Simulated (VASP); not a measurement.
# Rb4ErP (I4/mmm) in VASP: single point with PBE

Aim: the single point of Rb4ErP with PBE.

All numbers are computed with VASP 6.6.1; they aren't measurements. Logs are shortened: lines on timing, memory, paths and dates and some standing lists are left out, and cuts for length are marked.

## 1. The cell of the first run

It takes space group I4/mmm (No. 139, tetragonal). The conventional cell has a = 6.807 Å, b = 6.807 Å, c = 15.255 Å, α = 90.00°, β = 90.00°, γ = 90.00°. Within 5.2 Å of Rb (site symmetry -4m2) lie 6 Rb at 3.81 to 4.81 Å and 4 Er at 5.11 Å and 4 P at 5.11 Å. Rb (site symmetry mmm) has 2 Er at 3.40 Å and 2 P at 3.40 Å and 2 Rb at 3.81 Å within 4.5 Å. Within 4.5 Å of Er (site symmetry 4/mmm) lie 4 Rb at 3.40 Å. P (site symmetry 4/mmm) has 4 Rb at 3.40 Å within 4.5 Å.

The cell was generated, and may not be a known phase.

## 2. Single point, PBE

The input, INCAR:

```
ALGO     = All            # electronic algorithm
EDIFF    = 1E-6           # SCF threshold, eV
ENCUT    = 690            # plane-wave cutoff, eV
GGA      = PE             # functional
GGA_COMPAT= False        
ISEARCH  = 1            
ISIF     = 2              # what is computed and relaxed
ISMEAR   = 0              # smearing method
KPAR     = 4            
LASPH    = True           # aspherical terms in the spheres
LCHARG   = False          # write CHGCAR
LMAXMIX  = 6              # l up to which the mixer works
LREAL    = False          # projectors in reciprocal space
LWAVE    = False          # write WAVECAR
NBANDS   = 40             # bands
NELM     = 300            # most SCF steps
PREC     = Accurate       # precision mode
SIGMA    = 0.1            # smearing width, eV
```

The input, KPOINTS:

```
k-points
0
Gamma
  4 4 4
```

The input, POSCAR:

```
Rb4ErP
1.0
   -3.4033622539      3.4033622539      7.6275468075
    3.4033622539     -3.4033622539      7.6275468075
    3.4033622539      3.4033622539     -7.6275468075
Rb Er P
4 1 1
Direct
    0.7500000000      0.2500000000      0.5000000000
    0.2500000000      0.7500000000      0.5000000000
    0.5000000000      0.0000000000      0.5000000000
    0.0000000000      0.5000000000      0.5000000000
    0.0000000000      0.0000000000      0.0000000000
    0.5000000000      0.5000000000      0.0000000000
```

Potentials or basis: VASP PAW PBE potentials, release 64 (Rb_sv, Er, P).

On the command line:

```console
> cat potpaw_PBE.64/Rb_sv/POTCAR potpaw_PBE.64/Er/POTCAR potpaw_PBE.64/P/POTCAR > POTCAR
> mpirun -np 4 vasp_std > vasp.out
```

OUTCAR:

```text
EDIFF = 1E-6
   ENCUT = 690
   GGA = PE
   ISIF = 2
   ISMEAR = 0
   LASPH = True
   LREAL = False
   NELM = 300
   PREC = Accurate

 ion  position               nearest neighbor table
   1  0.750  0.250  0.500-   3 3.81   4 3.81   2 4.81   2 4.81   2 4.81   2 4.81
   2  0.250  0.750  0.500-   3 3.81   4 3.81   1 4.81   1 4.81   1 4.81   1 4.81
   3  0.500  0.000  0.500-   5 3.40   6 3.40   6 3.40   5 3.40   1 3.81   2 3.81   4 4.81   4 4.81
                             4 4.81   4 4.81
   4  0.000  0.500  0.500-   5 3.40   6 3.40   5 3.40   6 3.40   1 3.81   2 3.81   3 4.81   3 4.81
                             3 4.81   3 4.81
   5  0.000  0.000  0.000-   3 3.40   4 3.40   4 3.40   3 3.40
   6  0.500  0.500  0.000-   3 3.40   4 3.40   3 3.40   4 3.40

  LATTYP: Found a body centered tetragonal cell.
 ALAT       =     6.8067245078
 C/A-ratio  =     2.2411798211

  Lattice vectors:

 A1 = (  -3.4033622539,   3.4033622539,   7.6275468075)
 A2 = (   3.4033622539,  -3.4033622539,   7.6275468075)
 A3 = (   3.4033622539,   3.4033622539,  -7.6275468075)

Analysis of symmetry for initial positions (statically):
=====================================================================
 Subroutine PRICEL returns:
 Original cell was already a primitive cell.

 Routine SETGRP: Setting up the symmetry group for a
 body centered tetragonal supercell.

 Subroutine GETGRP returns: Found 16 space group operations
 (whereof 16 operations were pure point group operations)
 out of a pool of 16 trial point group operations.

The static configuration has the point symmetry D_4h.

Analysis of symmetry for dynamics (positions and initial velocities):
=====================================================================
 Subroutine PRICEL returns:
 Original cell was already a primitive cell.

 Routine SETGRP: Setting up the symmetry group for a
 body centered tetragonal supercell.

 Subroutine GETGRP returns: Found 16 space group operations
 (whereof 16 operations were pure point group operations)
 out of a pool of 16 trial point group operations.

The dynamic configuration has the point symmetry D_4h.

 Subroutine INISYM returns: Found 16 space group operations
 (whereof 16 operations are pure point group operations),
 and found     1 'primitive' translations

[... 88 lines left out ...]
   ENCUT  =  690.0 eV  50.71 Ry    7.12 a.u.  19.32 19.32 19.32*2*pi/ulx,y,z
   NELM   =    300;   NELMIN=  2; NELMDL= -5     # of ELM steps
   EDIFF  = 0.1E-05   stopping-criterion for ELM
   LREAL  =      F    real-space projection
   EDIFFG = 0.1E-04   stopping-criterion for IOM
   NSW    =      0    number of steps for IOM
   IBRION =     -1    ionic relax: 0-MD 1-quasi-New 2-CG
   NFREE  =      0    steps in history (QN), initial steepest desc. (CG)
   ISIF   =      2    stress and relaxation
   ISYM   =      2    0-nonsym 1-usesym 2-fastsym
   POTIM  = 0.5000    time-step for ionic-motion
   TEBEG  =    0.0;   TEEND  =   0.0 temperature during run
   PSTRESS=    0.0 pullay stress
   NELECT =      63.0000    total number of electrons
   NUPDOWN=      -1.0000    fix difference up-down
   EMIN   =  10.00;   EMAX   =-10.00  energy-range for DOS
   EFERMI =   0.00;   METHOD = LEGACY
   ISMEAR =     0;   SIGMA  =   0.10  broadening in eV -4-tet -1-fermi 0-gaus
   EFERMI_NEDOS =   21; number of points for ismear=-14 and -15
   IALGO  =     58    algorithm
   IMIX   =      4    mixing-type and parameters
     AMIX     =   0.40;   BMIX     =  1.00
     AMIX_MAG =   1.60;   BMIX_MAG =  1.00
  volume/ion in A,a.u.               =      58.90       397.47
  Fermi-wavevector in a.u.,A,eV,Ry     =   0.921371  1.741139 11.550323  0.848925
  Thomas-Fermi vector in A             =   2.046780
   LORBIT       =      0    0 simple, 1 ext, 2 COOP (PROOUT), +10 PAW based schemes
   GGA     = PE    functional components
   LHFCALC =     F    Hartree Fock is set to
   AEXX    =    0.0000 exact exchange contribution
   IVDW    =     0    specifies the selected vdW correction
   LEPSILON=     F    determine dielectric tensor
   LRPA    =     F    only Hartree local field effects (RPA)
 non-spin polarized calculation
 Gauss-broadening in eV      SIGMA  =   0.10
  energy-cutoff  :      690.00
  volume of cell :      353.40
 maximum number of plane-waves:     14577
 NGX is ok and might be reduce to    80
   NGX = 39   NGY = 39   NGZ = 39

 number of electron      63.0000001 magnetization

 Free energy of the ion-electron system (eV)
  ---------------------------------------------------
  ext. energy  EPLUGINS =         0.00000000
  ---------------------------------------------------
  free energy    TOTEN  =        -9.81044707 eV

  energy without entropy =       -9.56660108  energy(sigma->0) =       -9.68852407

 E-fermi :   0.5856     XC(G=0):  -6.5128

 val. band max:        0.5731685169   @ k =   0.2500   0.2500  -0.0000
 cond. band min:       0.6129870166   @ k =   0.5000   0.5000   0.2500
 fundamental gap:      0.0398184997
 Fermi energy:         0.5856402173

 k-point     1 :       0.0000    0.0000    0.0000
  band No.  band energies     occupation
      1     -48.3812      2.00000
      2     -28.5574      2.00000
      3     -28.5522      2.00000
      4     -27.5848      2.00000
      5     -27.5799      2.00000
      6     -23.0052      2.00000
[... 548 lines left out ...]
     39       2.5752      0.00000
     40      11.3386      0.00000

------------------------ aborting loop because EDIFF is reached ----------------------------------------

  FORCE on cell =-STRESS in cart. coord.  units (eV):
  Direction    XX          YY          ZZ          XY          YZ          ZX
  --------------------------------------------------------------------------------------
  -------------------------------------------------------------------------------------
  Total        1.2283435      1.2283435      0.8427705      0.0000000      0.0000000     -0.0000000
  in kB        5.5688970      5.5688970      3.8208385      0.0000000      0.0000000     -0.0000000
  external PRESSURE =       4.9862108 kB  Pullay stress =       0.0000000 kB

 VOLUME and BASIS-vectors are now :
 -----------------------------------------------------------------------------
  energy-cutoff  :      690.00
  volume of cell :      353.40
      direct lattice vectors                 reciprocal lattice vectors
    -3.403362254  3.403362254  7.627546807     0.000000000  0.146913541  0.065551876
     3.403362254 -3.403362254  7.627546807     0.146913541  0.000000000  0.065551876
     3.403362254  3.403362254 -7.627546807     0.146913541  0.146913541  0.000000000

 POSITION                                       TOTAL-FORCE (eV/Angst)
 -----------------------------------------------------------------------------------
     -0.00000      3.40336      3.81377        -0.000000      0.000000      0.000000
      3.40336     -0.00000      3.81377         0.000000     -0.000000      0.000000
      0.00000      3.40336      0.00000        -0.000000     -0.000000     -0.000000
      3.40336      0.00000      0.00000        -0.000000     -0.000000     -0.000000
      0.00000      0.00000      0.00000        -0.000000     -0.000000     -0.000000
      0.00000      0.00000      7.62755        -0.000000     -0.000000     -0.000000
 -----------------------------------------------------------------------------------
    total drift:                                0.000000     -0.000000      0.000000

  FREE ENERGIE OF THE ION-ELECTRON SYSTEM (eV)
  ---------------------------------------------------
  free  energy   TOTEN  =        -9.8104470679 eV

  energy  without entropy=       -9.5666825082  energy(sigma->0) =       -9.68856479
```

stdout:

```text
POSCAR found type information on POSCAR RbErP
 POSCAR found :  3 types and       6 ions
 scaLAPACK will be used
 LDA part: xc-table for (Slater+PW92), standard interpolation
[... 82 lines left out ...]
  continued last = 0.002  step=  0.0022 harm=  0.0022 4th-ord=  0.0022 spline=  0.0022
  continued last = 0.002  step=  0.0022 harm=  0.0022 4th-ord=  0.0022 spline=  0.0022
  steps along line     -0.20596E-04   0.20596E-04   0.20596E+00   0.61024E-01   0.27122E-01   0.12054E-01   0.53574E-02   0.23811E-02   0.15874E-02
  energies along line   0.39024E-02  -0.39024E-02   0.35726E+03   0.13981E+03   0.38119E+01   0.12069E+01   0.12939E+00  -0.20679E+00  -0.19119E+00
 gam= 1.426 g(H,U,f)=  0.363E+02 0.703E+02 0.162E+03 ort(H,U,f) = 0.502E+03-0.455E+02-0.455E+03
 gam= 1.426 trial= 0.186  step=  0.0092 mean=  0.1856
  continued last = 0.055  step=  0.0012 harm=  0.0017 4
```

It took 24 min on 4 MPI ranks of Intel Xeon Platinum 8375C at 2.90GHz (Ice Lake), shared host; peak memory 1.3 GiB.

What came out:

| Property | Result |
| --- | --- |
| Free energy | -9.8104 eV |
| Pressure | 0.5 GPa |
| Band gap on the k mesh | zero (an odd number of electrons rules out a gap without spin polarisation) |

Levels at points of the mesh, in eV from the Fermi level:
```csv
k point,band 28,band 29,band 30,band 31,band 32,band 33,band 34,band 35,band 36,band 37
"(0.00, 0.00, 0.00)",-0.10,-0.07,-0.10,-0.10,-0.07,-0.07,0.56,0.66,0.66,0.71
"(0.50, 0.00, 0.00)",-0.11,-0.11,-0.10,-0.10,-0.10,-0.10,0.64,0.75,0.82,1.27
"(0.50, 0.50, 0.00)",-0.12,-0.11,-0.11,-0.10,-0.09,0.19,0.31,0.62,1.26,1.28
"(0.50, 0.50, 0.50)",-0.10,-0.10,-0.10,-0.07,-0.07,0.32,0.60,0.60,0.62,0.76
```

Caveat: spin-orbit coupling is left out, which moves the levels of the heavy elements; semilocal functionals describe open f shells poorly, which spoils levels, moments and volumes.

The gap in the log of VASP goes by the Fermi energy; the results here count the filled bands.